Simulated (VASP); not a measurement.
# BP (I-4m2) in VASP: notebook

BP is run at these levels: LDA; tasks: single point.

Program: VASP 6.6.1. These are calculated values, not measurements. Logs are shortened: lines on timing, memory, paths and dates and some standing lists are left out, and cuts for length are marked.

### 1 The cell of the first run

Symmetry: I-4m2, No. 119, tetragonal system. Conventional cell: a = 3.160 Å, b = 3.160 Å, c = 4.501 Å, α = 90.00°, β = 90.00°, γ = 90.00°. Within 2.6 Å of B (site symmetry -4m2) lie 4 P at 1.94 Å. P (site symmetry -4m2) has 4 B at 1.94 Å within 2.6 Å.

### 2 Single point, LDA (film at in-plane strain -0.005)

INCAR

```
PREC     = Accurate       # precision mode
ENCUT    = 520            # plane-wave cutoff, eV
EDIFF    = 1E-7           # SCF threshold, eV
ISMEAR   = 0              # smearing method
SIGMA    = 0.01           # smearing width, eV
LREAL    = False          # projectors in reciprocal space
LASPH    = True           # aspherical terms in the spheres
NELM     = 80             # most SCF steps
ALGO     = Normal         # electronic algorithm
ISIF     = 2              # what is computed and relaxed
LWAVE    = False          # write WAVECAR
LCHARG   = False          # write CHGCAR
NBANDS   = 11             # bands
```

KPOINTS

```
Automatic mesh
0
Gamma
  8 8 8
```

POSCAR

```
BP
1.0
    2.2341554264      2.2341554264      0.0000000000
   -2.2341554264      2.2341554264      0.0000000000
    0.0000000000      2.2341554264      2.2505670747
B P
1 1
Direct
    0.0000000000      0.0000000000      0.0000000000
    0.7500000000      0.2500000000      0.5000000000
```

Potentials or basis: VASP PAW LDA potentials, release 64 (B, P).

Run with:

```console
cat potpaw_LDA.64/B/POTCAR potpaw_LDA.64/P/POTCAR > POTCAR
mpirun -np 1 vasp_std > vasp.out
```

OUTCAR:

```text
PREC = Accurate
   ENCUT = 520
   EDIFF = 1E-7
   ISMEAR = 0
   LREAL = False
   LASPH = True
   NELM = 80
   ISIF = 2

 ion  position               nearest neighbor table
   1  0.000  0.000  0.000-   2 1.94   2 1.94   2 1.94   2 1.94
   2  0.750  0.250  0.500-   1 1.94   1 1.94   1 1.94   1 1.94

  LATTYP: Found a body centered tetragonal cell.
 ALAT       =     3.1595729045
 C/A-ratio  =     1.4246020856

  Lattice vectors:

 A1 = (   2.2341554264,   0.0000000000,  -2.2505670747)
 A2 = (  -2.2341554264,   0.0000000000,  -2.2505670747)
 A3 = (   0.0000000000,   2.2341554264,   2.2505670747)

Analysis of symmetry for initial positions (statically):
=====================================================================
 Subroutine PRICEL returns:
 Original cell was already a primitive cell.

 Routine SETGRP: Setting up the symmetry group for a
 body centered tetragonal supercell.

 Subroutine GETGRP returns: Found  8 space group operations
 (whereof  8 operations were pure point group operations)
 out of a pool of 16 trial point group operations.

The static configuration has the point symmetry D_2d.

Analysis of symmetry for dynamics (positions and initial velocities):
=====================================================================
 Subroutine PRICEL returns:
 Original cell was already a primitive cell.

 Routine SETGRP: Setting up the symmetry group for a
 body centered tetragonal supercell.

 Subroutine GETGRP returns: Found  8 space group operations
 (whereof  8 operations were pure point group operations)
 out of a pool of 16 trial point group operations.

The dynamic configuration has the point symmetry D_2d.

 Subroutine INISYM returns: Found  8 space group operations
 (whereof  8 operations are pure point group operations),
 and found     1 'primitive' translations

----------------------------------------------------------------------------------------

                                     Primitive cell

  volume of cell :      22.4672

  direct lattice vectors                    reciprocal lattice vectors
     2.234155426  2.234155426  0.000000000     0.223798217  0.223798217 -0.222166229
    -2.234155426  2.234155426  0.000000000    -0.223798217  0.223798217 -0.222166229
     0.000000000  2.234155426  2.250567075     0.000000000  0.000000000  0.444332458

  length of vectors
     3.159572904  3.159572904  3.171198926     0.386689949  0.386689949  0.444332458

  position of ions in fractional coordinates (direct lattice)
     0.000000000  0.000000000  0.000000000
     0.750000000  0.250000000  0.500000000

[... 79 lines left out ...]
   NSW    =      0    number of steps for IOM
   IBRION =     -1    ionic relax: 0-MD 1-quasi-New 2-CG
   NFREE  =      0    steps in history (QN), initial steepest desc. (CG)
   ISIF   =      2    stress and relaxation
   ISYM   =      2    0-nonsym 1-usesym 2-fastsym
   POTIM  = 0.5000    time-step for ionic-motion
   TEBEG  =    0.0;   TEEND  =   0.0 temperature during run
   PSTRESS=    0.0 pullay stress
   NELECT =       8.0000    total number of electrons
   NUPDOWN=      -1.0000    fix difference up-down
   EMIN   =  10.00;   EMAX   =-10.00  energy-range for DOS
   EFERMI =   0.00;   METHOD = LEGACY
   ISMEAR =     0;   SIGMA  =   0.01  broadening in eV -4-tet -1-fermi 0-gaus
   EFERMI_NEDOS =   21; number of points for ismear=-14 and -15
   IALGO  =     38    algorithm
   IMIX   =      4    mixing-type and parameters
     AMIX     =   0.40;   BMIX     =  1.00
     AMIX_MAG =   1.60;   BMIX_MAG =  1.00
  volume/ion in A,a.u.               =      11.23        75.81
  Fermi-wavevector in a.u.,A,eV,Ry     =   1.160349  2.192741 18.319014  1.346410
  Thomas-Fermi vector in A             =   2.296932
   LORBIT       =      0    0 simple, 1 ext, 2 COOP (PROOUT), +10 PAW based schemes
   GGA     = CA    functional components
   LHFCALC =     F    Hartree Fock is set to
   AEXX    =    0.0000 exact exchange contribution
   IVDW    =     0    specifies the selected vdW correction
   LEPSILON=     F    determine dielectric tensor
   LRPA    =     F    only Hartree local field effects (RPA)
 non-spin polarized calculation
 Gauss-broadening in eV      SIGMA  =   0.01
  energy-cutoff  :      520.00
  volume of cell :       22.47
 maximum number of plane-waves:       620
   NGX = 11   NGY = 11   NGZ = 11

 number of electron       8.0000001 magnetization

 Free energy of the ion-electron system (eV)
  ---------------------------------------------------
  ext. energy  EPLUGINS =         0.00000000
  ---------------------------------------------------
  free energy    TOTEN  =       -14.39602717 eV

  energy without entropy =      -14.39602717  energy(sigma->0) =      -14.39602717

 E-fermi :   8.0403     XC(G=0): -11.2499

 val. band max:        7.9041077769   @ k =   0.0000   0.0000   0.0000
 cond. band min:       9.0246082003   @ k =  -0.3750   0.3750   0.0000
 fundamental gap:      1.1205004234
 Fermi energy:         8.0403104940

 k-point     1 :       0.0000    0.0000    0.0000
  band No.  band energies     occupation
      1      -7.8595      2.00000
      2       7.8308      2.00000
      3       7.9041      2.00000
      4       7.9041      2.00000
      5      11.3080      0.00000
      6      11.3080      0.00000
      7      11.3481      0.00000
      8      15.8509      0.00000
      9      19.4159      0.00000
     10      20.0754      0.00000
     11      20.2770      0.00000
[... 309 lines left out ...]
 k-point    24 :       0.3750    0.0000    0.1250
  band No.  band energies     occupation
      1      -6.0653      2.00000
      2       2.0870      2.00000
      3       4.6725      2.00000
      4       6.7661      2.00000
      5      12.4960      0.00000
      6      12.9002      0.00000
      7      13.6295      0.00000
      8      16.9192      0.00000
      9      17.8543      0.00000
     10      21.2703      0.00000
     11      22.9698      0.00000

 [... further k-points ...]
[... 5 lines left out ...]
  --------------------------------------------------------------------------------------
  -------------------------------------------------------------------------------------
  Total        0.2686541      0.2686541     -0.0168622      0.0000000      0.0000000     -0.0000000
  in kB       19.1582272     19.1582272     -1.2024781      0.0000000      0.0000000     -0.0000000
  external PRESSURE =      12.3713254 kB  Pullay stress =       0.0000000 kB

 VOLUME and BASIS-vectors are now :
 -----------------------------------------------------------------------------
  energy-cutoff  :      520.00
  volume of cell :       22.47
      direct lattice vectors                 reciprocal lattice vectors
     2.234155426  2.234155426  0.000000000     0.223798217  0.223798217 -0.222166229
    -2.234155426  2.234155426  0.000000000    -0.223798217  0.223798217 -0.222166229
     0.000000000  2.234155426  2.250567075     0.000000000  0.000000000  0.444332458

 POSITION                                       TOTAL-FORCE (eV/Angst)
 -----------------------------------------------------------------------------------
      0.00000      0.00000      0.00000         0.000000      0.000000      0.000000
      1.11708      3.35123      1.12528        -0.000000     -0.000000      0.000000
 -----------------------------------------------------------------------------------
    total drift:                                0.000000      0.000000     -0.000000

  FREE ENERGIE OF THE ION-ELECTRON SYSTEM (eV)
  ---------------------------------------------------
  free  energy   TOTEN  =       -14.3960271707 eV

  energy  without entropy=      -14.3960271707  energy(sigma->0) =      -14.39602717
```

OSZICAR:

```text
N       E                     dE             d eps       ncg     rms          rms(c)
DAV:   1     0.756526122710E+01    0.75653E+01   -0.40172E+03  1298   0.659E+02
DAV:   2    -0.147194846051E+02   -0.22285E+02   -0.21229E+02  1733   0.110E+02
DAV:   3    -0.153134610601E+02   -0.59398E+00   -0.59259E+00  1686   0.157E+01
DAV:   4    -0.153155438351E+02   -0.20828E-02   -0.20826E-02  1474   0.110E+00
DAV:   5    -0.153155542167E+02   -0.10382E-04   -0.10381E-04  1601   0.784E-02    0.777E+00
DAV:   6    -0.145348913772E+02    0.78066E+00   -0.17328E+00  1463   0.576E+00    0.408E+00
DAV:   7    -0.144090534631E+02    0.12584E+00   -0.29314E-01  1650   0.271E+00    0.133E+00
DAV:   8    -0.143959875853E+02    0.13066E-01   -0.32884E-02  1509   0.985E-01    0.234E-01
DAV:   9    -0.143960307436E+02   -0.43158E-04   -0.81138E-04  1493   0.200E-01    0.169E-01
DAV:  10    -0.143960254027E+02    0.53409E-05   -0.12450E-04  1403   0.639E-02    0.352E-02
DAV:  11    -0.143960276837E+02   -0.22810E-05   -0.10271E-05  1577   0.154E-02    0.445E-02
DAV:  12    -0.143960271620E+02    0.52171E-06   -0.29521E-06  1495   0.728E-03    0.167E-02
DAV:  13    -0.143960271707E+02   -0.86673E-08   -0.85364E-08   858   0.192E-03
   1 F= -.14396027E+02 E0= -.14396027E+02  d E =-.597567E-85
```

Wall time 8.5 s (1 thread of AMD EPYC 7R13 (Zen 3), shared host); peak memory 0.1 GiB.

What came out:

```yaml
Free_energy: -14.3960 eV
Pressure: 1.2 GPa
Band_gap_on_the_k_mesh: 1.12 eV, indirect (least direct gap 3.40 eV)
```

Caveat: the cell differs from its parent crystal (film at in-plane strain -0.005).

### 3 Single point, LDA (in-plane strain +0.005)

INCAR

```
SYSTEM = BP
PREC = Accurate
ENCUT = 520
EDIFF = 1E-7
ISMEAR = 0
SIGMA = 0.01
LREAL = .False.
LASPH = .True.
NELM = 80
ALGO = Normal
ISIF = 2
LWAVE = .False.
LCHARG = .False.
NBANDS = 11
```

KPOINTS

```
Automatic mesh
0
Gamma
  8 8 8
  0 0 0
```

POSCAR

```
BP
1.0
    2.2566092498      2.2566092498      0.0000000000
   -2.2566092498      2.2566092498      0.0000000000
    0.0000000000      2.2566092498      2.2386461911
B P
1 1
Direct
    0.0000000000      0.0000000000      0.0000000000
    0.7500000000      0.2500000000      0.5000000000
```

Potentials or basis: VASP PAW LDA potentials, release 64 (B, P).

Run with:

```console
cat potpaw_LDA.64/B/POTCAR potpaw_LDA.64/P/POTCAR > POTCAR
mpirun -np 1 vasp_std > vasp.out
```

Wall time 8.4 s (1 thread of AMD EPYC 7R13 (Zen 3), shared host); peak memory 0.1 GiB.

The run converged. Its results:

| Item | Value |
| --- | --- |
| Free energy | -14.3959 eV |
| Pressure | -1.3 GPa |
| Band gap on the k mesh | 1.07 eV, indirect (least direct gap 3.34 eV) |

Stress tensor (GPa, compression positive):
```
-2.05  0.00  0.00
 0.00 -2.05  0.00
 0.00  0.00  0.10
```

Levels at points of the mesh, in eV from the valence-band top:
| k point | band 1 | band 2 | band 3 | band 4 | band 5 | band 6 | band 7 | band 8 | band 9 |
| --- | --- | --- | --- | --- | --- | --- | --- | --- | --- |
| (0.00, 0.00, 0.00) | -15.66 | -0.08 | -0.08 | 0.00 | 3.34 | 3.38 | 3.38 | 7.69 | 11.38 |
| (0.50, 0.00, 0.00) | -12.23 | -9.24 | -1.88 | -1.78 | 3.87 | 4.60 | 4.70 | 9.96 | 14.58 |
| (0.50, 0.50, 0.00) | -10.73 | -8.69 | -4.22 | -4.21 | 1.23 | 1.52 | 12.09 | 12.26 | 15.18 |
| (0.00, 0.00, 0.50) | -10.65 | -8.61 | -4.30 | -4.30 | 1.14 | 1.40 | 12.17 | 12.17 | 15.28 |

Caveat: the cell differs from its parent crystal (in-plane strain +0.005).

### 4 Single point, LDA (in-plane strain +0.005, then relaxed in part)

INCAR

```
SYSTEM = BP
PREC     = Accurate       ! precision mode
ENCUT    = 520            ! plane-wave cutoff, eV
EDIFF    = 1E-6           ! SCF threshold, eV
ISMEAR   = 0              ! smearing method
SIGMA    = 0.01           ! smearing width, eV
LREAL    = .False.        ! projectors in reciprocal space
LASPH    = .True.         ! aspherical terms in the spheres
NELM     = 60             ! most SCF steps
ALGO     = Normal         ! electronic algorithm
ISIF     = 2              ! what is computed and relaxed
LWAVE    = .False.        ! write WAVECAR
LCHARG   = .True.         ! write CHGCAR
LELF     = .True.         ! ELF
LVHAR    = .True.       
NBANDS   = 11             ! bands
```

KPOINTS is that of step 3.

Changes to POSCAR since step 3:

```diff
@@ -4,3 +4,3 @@
    -2.2566092498      2.2566092498      0.0000000000
-    0.0000000000      2.2566092498      2.2386461911
+    0.0000000000      2.2566092498      2.2397273751
 B P
```

Potentials or basis: VASP PAW LDA potentials, release 64 (B, P).

Run with:

```console
cat potpaw_LDA.64/B/POTCAR potpaw_LDA.64/P/POTCAR > POTCAR
mpirun -np 1 vasp_std > vasp.out
```

OUTCAR:

```text
SYSTEM = BP
   PREC = Accurate
   ENCUT = 520
   EDIFF = 1E-6
   ISMEAR = 0
   LREAL = .False.
   LASPH = .True.
   NELM = 60
   ISIF = 2

 ion  position               nearest neighbor table
   1  0.000  0.000  0.000-   2 1.95   2 1.95   2 1.95   2 1.95
   2  0.750  0.250  0.500-   1 1.95   1 1.95   1 1.95   1 1.95

  LATTYP: Found a body centered tetragonal cell.
 ALAT       =     3.1913274060
 C/A-ratio  =     1.4036337173

  Lattice vectors:

 A1 = (   2.2566092498,   0.0000000000,  -2.2397273751)
 A2 = (  -2.2566092498,   0.0000000000,  -2.2397273751)
 A3 = (   0.0000000000,   2.2566092498,   2.2397273751)

Analysis of symmetry for initial positions (statically):
=====================================================================
 Subroutine PRICEL returns:
 Original cell was already a primitive cell.

 Routine SETGRP: Setting up the symmetry group for a
 body centered tetragonal supercell.

 Subroutine GETGRP returns: Found  8 space group operations
 (whereof  8 operations were pure point group operations)
 out of a pool of 16 trial point group operations.

The static configuration has the point symmetry D_2d.

Analysis of symmetry for dynamics (positions and initial velocities):
[... 164 lines left out ...]
 Fermi energy:         7.8298485523

 k-point     1 :       0.0000    0.0000    0.0000
  band No.  band energies     occupation
      1      -7.9082      2.00000
      2       7.6704      2.00000
      3       7.6704      2.00000
      4       7.7438      2.00000
      5      11.0834      0.00000
      6      11.1251      0.00000
      7      11.1251      0.00000
      8      15.4303      0.00000
      9      19.1206      0.00000
     10      19.8454      0.00000
     11      20.0458      0.00000
[... 309 lines left out ...]
 k-point    24 :       0.3750    0.0000    0.1250
  band No.  band energies     occupation
      1      -6.1506      2.00000
      2       1.9878      2.00000
      3       4.5999      2.00000
      4       6.4954      2.00000
      5      12.1682      0.00000
      6      12.6730      0.00000
      7      13.4724      0.00000
      8      16.6668      0.00000
      9      17.6070      0.00000
     10      20.9571      0.00000
     11      22.5958      0.00000

 [... further k-points ...]
[... 5 lines left out ...]
  --------------------------------------------------------------------------------------
  -------------------------------------------------------------------------------------
  Total       -0.2977818     -0.2977818     -0.0099023      0.0000000     -0.0000000      0.0000000
  in kB      -20.9156274    -20.9156274     -0.6955219      0.0000000     -0.0000000      0.0000000
  external PRESSURE =     -14.1755922 kB  Pullay stress =       0.0000000 kB

 VOLUME and BASIS-vectors are now :
 -----------------------------------------------------------------------------
  energy-cutoff  :      520.00
  volume of cell :       22.81
      direct lattice vectors                 reciprocal lattice vectors
     2.256609250  2.256609250  0.000000000     0.221571369  0.221571369 -0.223241456
    -2.256609250  2.256609250  0.000000000    -0.221571369  0.221571369 -0.223241456
     0.000000000  2.256609250  2.239727375     0.000000000  0.000000000  0.446482912

 POSITION                                       TOTAL-FORCE (eV/Angst)
 -----------------------------------------------------------------------------------
      0.00000      0.00000      0.00000         0.000000     -0.000000      0.000000
      1.12830      3.38491      1.11986        -0.000000      0.000000      0.000000
 -----------------------------------------------------------------------------------
    total drift:                                0.000000      0.000000     -0.000000

  FREE ENERGIE OF THE ION-ELECTRON SYSTEM (eV)
  ---------------------------------------------------
  free  energy   TOTEN  =       -14.3959532414 eV

  energy  without entropy=      -14.3959532414  energy(sigma->0) =      -14.39595324
```

stdout:

```text
POSCAR found type information on POSCAR B P
 POSCAR found :  2 types and       2 ions
 scaLAPACK will be used
 LDA part: xc-table for (Slater(with rela. corr.)+CA(PZ))
 , standard interpolation
 POSCAR, INCAR and KPOINTS ok, starting setup
 FFT: planning ... GRIDC
 FFT: planning ... GRID_SOFT
 FFT: planning ... GRID
 WAVECAR not read
 entering main loop
```

It took 8.5 s on 1 thread of AMD EPYC 7R13 (Zen 3), shared host; peak memory 0.1 GiB.

Results:

- Free energy: -14.3960 eV
- Pressure: -1.4 GPa
- Band gap on the k mesh: 1.08 eV, indirect (least direct gap 3.34 eV)

Stress tensor (GPa, compression positive):
```
-2.09  0.00  0.00
 0.00 -2.09  0.00
 0.00  0.00 -0.07
```

Caveat: the cell differs from its parent crystal (in-plane strain +0.005, then relaxed in part).

(Continued in part 2 of 2.)
